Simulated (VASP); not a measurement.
Crystal: GeSb4Te7.

```
Ge Sb Te
1.0
     4.26566    0.00000    0.00000
    -2.13283    3.69417    0.00000
     0.00000    0.00000   24.22415
Ge Sb Te
1 4 7
Direct
  0.00000 0.00000 0.50000
  0.66667 0.33333 0.91821
  0.33333 0.66667 0.34802
  0.33333 0.66667 0.08179
  0.66667 0.33333 0.65198
  0.33333 0.66667 0.84780
  0.66667 0.33333 0.15220
  0.00000 0.00000 0.72195
  0.66667 0.33333 0.43089
  0.33333 0.66667 0.56911
  0.00000 0.00000 0.00000
  0.00000 0.00000 0.27805
```

Base run:

```yaml
Program: VASP 6.6.1
Functional: LDA
Potentials_or_basis: VASP PAW LDA potentials, release 64 (Ge_d, Sb, Te)
Cutoff: 520 eV
k_mesh: 12 × 12 × 2
Occupations: gaussian, width 0.01 eV
Spin: no spin polarisation
```

Its results: band gap on the k mesh 0.26 eV; pressure -1.8 GPa; largest force 0.056 eV/Å.

Question: The run is repeated on the same cell with these changes: functional from LDA to r2SCAN; potentials or basis from VASP PAW LDA potentials, release 64 (Ge_d, Sb, Te) to VASP PAW PBE potentials, release 64 (Ge_d, Sb, Te). What comes out?

Answer: Band gap on the k mesh 0.42 eV; pressure 0.9 GPa; largest force 0.041 eV/Å.

Caveats: spin-orbit coupling is left out, which moves the levels of the heavy elements; the PAW data sets were made with another functional, which shifts forces and pressure a little (at least some runs).

A k mesh can miss the band edges.
